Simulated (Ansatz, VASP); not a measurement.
One calculation of HgTe, two programs

File INCAR:

```
SYSTEM = HgTe
PREC = Accurate
ENCUT = 520
EDIFF = 1E-7
ISMEAR = -1
SIGMA = 0.02
LREAL = .False.
LASPH = .True.
NELM = 60
ALGO = Normal
ISIF = 2
LWAVE = .False.
LCHARG = .False.
GGA = PE
NBANDS = 16
```

File KPOINTS:

```
Automatic mesh
0
Gamma
  6 6 6
  0 0 0
```

Contents of POSCAR:

```
HgTe
1.0
    0.0000000000      3.3220494652      3.2379927024
    3.3220494652      0.0000000000      3.2379927024
    3.3220494652      3.3220494652      0.0000000000
Hg Te
1 1
Direct
    0.0000000000      0.0000000000      0.0000000000
    0.2500000000      0.2500000000      0.2500000000
```

Input for Ansatz:

```yaml
crystal:
  lattice:
    - [0.0, 3.3220494652, 3.2379927024]
    - [3.3220494652, 0.0, 3.2379927024]
    - [3.3220494652, 3.3220494652, 0.0]
  atoms:
    - { symbol: Hg, position: [0.0, 0.0, 0.0] }
    - { symbol: Te, position: [0.25, 0.25, 0.25] }
kpoints:
  mp_grid: { grid: [6, 6, 6] }
  band_path:
    path:
      - [0.0, 0.0, 0.0]
      - [-0.5, -0.5, 0.0]
      - [-0.375, -0.375, 0.25]
      - [-0.375, 0.0, 0.375]
      - [0.0, 0.0, 0.5]
      - [-0.5, -0.25, 0.25]
      - [-0.020833, 0.0, -0.020833]
    npoints: 1
hamiltonian:
  xc: pbe
scf:
  occupations: { method: fermi_dirac, width: 0.02 }
  n_extra_bands: 4
output:
  forces: true
  stress: true
  eigenvalues: true
  write_density: true
  write_potential: true
  elf: true
  volumetric_format: npy
```

Change from the starting cell: epitaxial_xy strain +1.0%.

Alike in both runs: task single point; functional PBE; k mesh 6 × 6 × 6; occupations fermi-dirac, width 0.02 eV; no spin polarisation.

```csv
,VASP,Ansatz
version,VASP 6.6.1,Ansatz 0.2.0
potentials or method,"VASP PAW PBE potentials, release 64 (Hg, Te)","plane waves, PAW"
plane-wave cutoff (eV),520,420
valence electrons in the cell,18,36
```

Ansatz gave:

| Quantity | Value |
| --- | --- |
| pressure (GPa) | 1.1 |
| traceless stress, the component that is largest in VASP (GPa) | 0.20 |

Problem. What did VASP give for the same quantities?

Solution. Pressure (GPa): 1.2; traceless stress, the component that is largest in VASP (GPa): 0.20.

With one functional, cell and mesh, what is left measures potentials, basis and numerics. VASP's potentials hold 18 valence electrons a cell and Ansatz's 36, so a difference there can come from the potentials and not from the codes.

Neither program's run includes spin-orbit coupling.
